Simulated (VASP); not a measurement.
Wanted: the native input for a VASP 6.6.1 run.

```yaml
Task: density of states
Functional: LDA
Potentials_or_basis: VASP PAW LDA potentials, release 64 (I)
Cutoff: 520 eV
k_mesh: 13 × 13 × 13
Occupations: fermi-dirac, width 0.05 eV
Spin: no spin polarisation
Dipole_correction: no
k_mesh_for_the_DOS: 20 × 20 × 20
Occupations_for_the_DOS: tetrahedron
Further_INCAR_settings: ALGO = Normal; EDIFF = 1e-06; NBANDS = 10
```

I:

```
I
1.0
     2.52362    0.00000    0.00000
     0.00000    2.52362    0.00000
     0.00000    0.00000    2.52362
I
1
Cartesian
  0.0000 0.0000 0.0000
```

This cell differs from its parent crystal: volume scaled by 0.43.

One way to write it, as run:

POSCAR

```
I
1.0
    2.5236214544      0.0000000000      0.0000000000
    0.0000000000      2.5236214544      0.0000000000
    0.0000000000      0.0000000000      2.5236214544
I
1
Direct
    0.0000000000      0.0000000000      0.0000000000
```

INCAR.step1

```
PREC = Accurate ; ENCUT = 520
EDIFF = 1E-6 ; ISMEAR = -1
SIGMA = 0.05 ; LREAL = False
LASPH = True ; NELM = 60
ALGO = Normal ; ISIF = 2
LWAVE = False ; LCHARG = True
GGA = CA ; NBANDS = 10
```

KPOINTS.step1

```
Automatic mesh
0
Gamma
  13 13 13
```

INCAR.step2

```
PREC = Accurate ; ENCUT = 520
EDIFF = 1E-6 ; ISMEAR = -5
SIGMA = 0.05 ; LREAL = False
LASPH = True ; NELM = 60
ALGO = Normal ; ISIF = 2
LWAVE = False ; LCHARG = False
GGA = CA ; LORBIT = 11
NBANDS = 10 ; NEDOS = 1001
ICHARG = 11
```

KPOINTS.step2

```
Automatic mesh
0
Gamma
  20 20 20
```

Potentials or basis: VASP PAW LDA potentials, release 64 (I).

The run is started by

```bash
$ cat potpaw_LDA.64/I/POTCAR > POTCAR
$ cp INCAR.step1 INCAR
$ cp KPOINTS.step1 KPOINTS
$ mpirun -np 1 vasp_std > vasp.out
$ cp INCAR.step2 INCAR
$ cp KPOINTS.step2 KPOINTS
$ mpirun -np 1 vasp_std > vasp.out
```

It gave:

The valence electrons inside the program's atomic spheres are I 4.86.

Caveat: spin-orbit coupling is left out, which moves the levels of the heavy elements; an odd number of electrons without spin polarisation forces a metal; a magnetic or distorted state may lie lower.

Run time: 21 s on 1 thread of Intel Xeon 6975P-C (shared host), peak memory 0.16 GiB.
